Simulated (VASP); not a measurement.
# MgO (Fm-3m) in VASP: notebook, part 2 of 2

VASP 6.6.1. The steps go on from the part before.

## (4) Single point, PBE-based screened hybrid

POSCAR

```
MgO
1.0
    0.0000000000      2.1021674168      2.1021674168
    2.1021674168      0.0000000000      2.1021674168
    2.1021674168      2.1021674168      0.0000000000
Mg O
1 1
Direct
    0.0000000000      0.0000000000      0.0000000000
    0.5000000000      0.5000000000      0.5000000000
```

INCAR.step1

```
SYSTEM = MgO
  PREC = Accurate
  ENCUT = 520
  EDIFF = 1E-5
  ISMEAR = 0
  SIGMA = 0.01
  LREAL = .FALSE.
  LASPH = .TRUE.
  NELM = 80
  ALGO = Normal
  ISIF = 2
  LWAVE = .TRUE.
  LCHARG = .FALSE.
  NBANDS = 11
  GGA = PE
```

INCAR.step2

```
SYSTEM = MgO
  PREC = Accurate
  ENCUT = 520
  EDIFF = 1E-7
  ISMEAR = 0
  SIGMA = 0.01
  LREAL = .FALSE.
  LASPH = .TRUE.
  NELM = 80
  ALGO = Normal
  ISIF = 2
  LWAVE = .FALSE.
  LCHARG = .FALSE.
  GGA = PE
  LHFCALC = .TRUE.
  AEXX = 1.0
  HFSCREEN = 0.2078
  PRECFOCK = Normal
  NBANDS = 11
  ISTART = 1
  ALDAC = 1.0
  AGGAC = 1.0
```

KPOINTS

```
regular mesh
0
G
  6 6 6
  0 0 0
```

Potentials or basis: VASP PAW PBE potentials, release 64 (Mg, O).

Started as:

```
cat potpaw_PBE.64/Mg/POTCAR potpaw_PBE.64/O/POTCAR > POTCAR
cp INCAR.step1 INCAR
mpirun -np 1 vasp_std > vasp.out
cp INCAR.step2 INCAR
mpirun -np 1 vasp_std > vasp.out
```

OUTCAR:

```text
SYSTEM = MgO
   PREC = Accurate
   ENCUT = 520
   EDIFF = 1E-7
   ISMEAR = 0
   LREAL = .FALSE.
   LASPH = .TRUE.
   NELM = 80
   ISIF = 2
   GGA = PE
   LHFCALC = .TRUE.
   AEXX = 1.0
   HFSCREEN = 0.2078
   PRECFOCK = Normal
   ISTART = 1

 ion  position               nearest neighbor table
   1  0.000  0.000  0.000-   2 2.10   2 2.10   2 2.10   2 2.10   2 2.10   2 2.10
   2  0.500  0.500  0.500-   1 2.10   1 2.10   1 2.10   1 2.10   1 2.10   1 2.10

  LATTYP: Found a face centered cubic cell.
 ALAT       =     4.2043348336

  Lattice vectors:

 A1 = (   0.0000000000,   2.1021674168,   2.1021674168)
 A2 = (   2.1021674168,   0.0000000000,   2.1021674168)
 A3 = (   2.1021674168,   2.1021674168,   0.0000000000)

Analysis of symmetry for initial positions (statically):
=====================================================================
 Subroutine PRICEL returns:
 Original cell was already a primitive cell.

 Routine SETGRP: Setting up the symmetry group for a
 face centered cubic supercell.

 Subroutine GETGRP returns: Found 48 space group operations
 (whereof 48 operations were pure point group operations)
 out of a pool of 48 trial point group operations.

The static configuration has the point symmetry O_h .

Analysis of symmetry for dynamics (positions and initial velocities):
=====================================================================
 Subroutine PRICEL returns:
 Original cell was already a primitive cell.

 Routine SETGRP: Setting up the symmetry group for a
 face centered cubic supercell.

 Subroutine GETGRP returns: Found 48 space group operations
 (whereof 48 operations were pure point group operations)
 out of a pool of 48 trial point group operations.

The dynamic configuration has the point symmetry O_h .

 Subroutine INISYM returns: Found 48 space group operations
 (whereof 48 operations are pure point group operations),
 and found     1 'primitive' translations

----------------------------------------------------------------------------------------

                                     Primitive cell

  volume of cell :      18.5794

  direct lattice vectors                    reciprocal lattice vectors
     0.000000000  2.102167417  2.102167417    -0.237849753  0.237849753  0.237849753
     2.102167417  0.000000000  2.102167417     0.237849753 -0.237849753  0.237849753
     2.102167417  2.102167417  0.000000000     0.237849753  0.237849753 -0.237849753

  length of vectors
     2.972913671  2.972913671  2.972913671     0.411967856  0.411967856  0.411967856

  position of ions in fractional coordinates (direct lattice)
     0.000000000  0.000000000  0.000000000
     0.500000000  0.500000000  0.500000000

  ion indices of the primitive-cell ions
   primitive index   ion index
                 1           1
                 2           2

----------------------------------------------------------------------------------------
[... 44 lines left out ...]
   number of dos      NEDOS =    301   number of ions     NIONS =      2
   total plane-waves  NPLWV =  13824
   dimension x,y,z NGX =    24 NGY =   24 NGZ =   24
   dimension x,y,z NGXF=    48 NGYF=   48 NGZF=   48
   ions per type =               1   1
   NGX,Y,Z   is equivalent  to a cutoff of  13.42, 13.42, 13.42 a.u.
   NGXF,Y,Z  is equivalent  to a cutoff of  26.84, 26.84, 26.84 a.u.
 SYSTEM =  MgO
   PREC   = accura    normal or accurate (medium, high low for compatibility)
   ISTART =      1    job   : 0-new  1-cont  2-samecut
   ICHARG =      0    charge: 1-file 2-atom 10-const
   ISPIN  =      1    spin polarized calculation?
   LNONCOLLINEAR =      F non collinear calculations
   LSORBIT =      F    spin-orbit coupling
   LASPH  =      T    aspherical Exc in radial PAW
   ENCUT  =  520.0 eV  38.22 Ry    6.18 a.u.   5.53  5.53  5.53*2*pi/ulx,y,z
   NELM   =     80;   NELMIN=  2; NELMDL=  0     # of ELM steps
   EDIFF  = 0.1E-06   stopping-criterion for ELM
   LREAL  =      F    real-space projection
   EDIFFG = 0.1E-05   stopping-criterion for IOM
   NSW    =      0    number of steps for IOM
   IBRION =     -1    ionic relax: 0-MD 1-quasi-New 2-CG
   NFREE  =      0    steps in history (QN), initial steepest desc. (CG)
   ISIF   =      2    stress and relaxation
   ISYM   =      3    0-nonsym 1-usesym 2-fastsym
   POTIM  = 0.5000    time-step for ionic-motion
   TEBEG  =    0.0;   TEEND  =   0.0 temperature during run
   PSTRESS=    0.0 pullay stress
   NELECT =       8.0000    total number of electrons
   NUPDOWN=      -1.0000    fix difference up-down
   EMIN   =  10.00;   EMAX   =-10.00  energy-range for DOS
   EFERMI =   0.00;   METHOD = LEGACY
   ISMEAR =     0;   SIGMA  =   0.01  broadening in eV -4-tet -1-fermi 0-gaus
   EFERMI_NEDOS =   21; number of points for ismear=-14 and -15
   IALGO  =     38    algorithm
   IMIX   =      1    mixing-type and parameters
     AMIX     =   0.40;   BMIX     =  1.00
     AMIX_MAG =   1.60;   BMIX_MAG =  1.00
  volume/ion in A,a.u.               =       9.29        62.69
  Fermi-wavevector in a.u.,A,eV,Ry     =   1.236216  2.336109 20.792816  1.528229
  Thomas-Fermi vector in A             =   2.370833
   LORBIT       =      0    0 simple, 1 ext, 2 COOP (PROOUT), +10 PAW based schemes
   GGA     = PE    functional components
   LHFCALC =     T    Hartree Fock is set to
   PRECFOCK=normal    Normal, Fast or Accurate (Low or Medium for compatibility)
   ENCUT4O =  -1.0   cutoff for four orbital integrals eV
   NKREDX  =     1    reduce k-point grid by
   NKREDY  =     1    reduce k-point grid by
   NKREDZ  =     1    reduce k-point grid by
   AEXX    =    1.0000 exact exchange contribution
   HFSCREEN=    0.2078 screening length (either q_TF or 0.3 A-1)
   HFSCREENC=   0.2078 screening length for correlation (either q_TF or 0.3 A-1)
   ENCUTFOCK=  -1.0 apply spherical cutoff to Coloumb kernel
   IVDW    =     0    specifies the selected vdW correction
   LEPSILON=     F    determine dielectric tensor
   LRPA    =     F    only Hartree local field effects (RPA)
 non-spin polarized calculation
 Gauss-broadening in eV      SIGMA  =   0.01
  energy-cutoff  :      520.00
  volume of cell :       18.58
 maximum number of plane-waves:       531
 NGX is ok and might be reduce to    24
  NGX = 18; NGY = 18; NGZ = 18

 number of electron       8.0000004 magnetization

 Free energy of the ion-electron system (eV)
  ---------------------------------------------------
  ext. energy  EPLUGINS =         0.00000000
  ---------------------------------------------------
  free energy    TOTEN  =       -21.48020756 eV

  energy without entropy =      -21.48020756  energy(sigma->0) =      -21.48020756

 E-fermi :  -1.9757     XC(G=0):  -3.2209

 val. band max:       -2.0463167228   @ k =   0.0000   0.0000   0.0000
 cond. band min:      10.0344748429   @ k =   0.0000   0.0000   0.0000
 fundamental gap:     12.0807915657
 Fermi energy:        -1.9756510719

 k-point     1 :       0.0000    0.0000    0.0000
  band No.  band energies     occupation
      1     -25.4069      2.00000
      2      -2.0463      2.00000
      3      -2.0463      2.00000
      4      -2.0463      2.00000
      5      10.0345      0.00000
      6      21.8656      0.00000
      7      21.8656      0.00000
      8      21.8656      0.00000
      9      25.7387      0.00000
     10      28.2451      0.00000
     11      28.2451      0.00000
[... 197 lines left out ...]
 k-point    16 :      -0.3333    0.5000    0.1667
  band No.  band energies     occupation
      1     -23.5262      2.00000
      2      -6.4887      2.00000
      3      -4.8534      2.00000
      4      -4.1445      2.00000
      5      16.2187      0.00000
      6      17.5139      0.00000
      7      19.1716      0.00000
      8      23.3978      0.00000
      9      27.6714      0.00000
     10      31.7868      0.00000
     11      33.9187      0.00000

------------------------ aborting loop because EDIFF is reached ----------------------------------------

  FORCE on cell =-STRESS in cart. coord.  units (eV):
  Direction    XX          YY          ZZ          XY          YZ          ZX
  --------------------------------------------------------------------------------------
  -------------------------------------------------------------------------------------
  Total       -1.8213910     -1.8213910     -1.8213910     -0.0000000      0.0000000      0.0000000
  in kB     -157.0658888   -157.0658888   -157.0658888     -0.0000000      0.0000000      0.0000000
  external PRESSURE =    -157.0658888 kB  Pullay stress =       0.0000000 kB

 VOLUME and BASIS-vectors are now :
 -----------------------------------------------------------------------------
  energy-cutoff  :      520.00
  volume of cell :       18.58
      direct lattice vectors                 reciprocal lattice vectors
     0.000000000  2.102167417  2.102167417    -0.237849753  0.237849753  0.237849753
     2.102167417  0.000000000  2.102167417     0.237849753 -0.237849753  0.237849753
     2.102167417  2.102167417  0.000000000     0.237849753  0.237849753 -0.237849753

 POSITION                                       TOTAL-FORCE (eV/Angst)
 -----------------------------------------------------------------------------------
      0.00000      0.00000      0.00000         0.000000      0.000000      0.000000
      2.10217      2.10217      2.10217         0.000000     -0.000000     -0.000000
 -----------------------------------------------------------------------------------
    total drift:                               -0.000000     -0.000000     -0.000000

  FREE ENERGIE OF THE ION-ELECTRON SYSTEM (eV)
  ---------------------------------------------------
  free  energy   TOTEN  =       -21.4802075632 eV

  energy  without entropy=      -21.4802075632  energy(sigma->0) =      -21.48020756
```

Run time: 14 min. Hardware: 1 thread of AMD EPYC 7R13 (Zen 3), shared host; peak memory 0.22 GiB.

Results:

```
Free energy            : -21.4802 eV
Pressure               : -15.7 GPa
Band gap on the k mesh : 12.08 eV, direct
```

Levels at points of the mesh, in eV from the valence-band top:
| k point | band 1 | band 2 | band 3 | band 4 | band 5 | band 6 | band 7 | band 8 |
| --- | --- | --- | --- | --- | --- | --- | --- | --- |
| (0.00, 0.00, 0.00) | -23.36 | 0.00 | 0.00 | 0.00 | 12.08 | 23.91 | 23.91 | 23.91 |
| (0.50, 0.00, 0.00) | -21.84 | -5.69 | -0.85 | -0.85 | 15.33 | 21.81 | 24.55 | 24.55 |
| (0.50, 0.50, 0.00) | -21.52 | -5.12 | -1.77 | -1.77 | 16.38 | 17.81 | 22.28 | 28.68 |

Caveat: the k points lie up to 0.43 Å⁻¹ apart; the PAW data sets were made with another functional, which shifts forces and pressure a little.

## (5) Overview

| level | screening parameter | share of exact exchange | gap on the mesh (eV) | pressure (GPa) |
| --- | --- | --- | --- | --- |
| HSE06 | 0.2079 1/Å | - | 6.50 | -0.6 |
| PBE-based screened hybrid | 0.5 1/Å | 0.15 | 5.40 | 2.0 |
| PBE-based screened hybrid | 0.2078 1/Å | 1 | 12.08 | -15.7 |

Alike in all rows: task single point; potentials or basis VASP PAW PBE potentials, release 64 (Mg, O); no spin polarisation; cell as given; k mesh 6 × 6 × 6; cutoff (eV) 520; smearing gaussian 0.01 eV.

Caveats: all runs use coarse meshes; the PAW data sets were made with another functional, which shifts forces and pressure a little.

Total energies depend on the potentials used, so only differences within one code and one set of settings carry meaning.
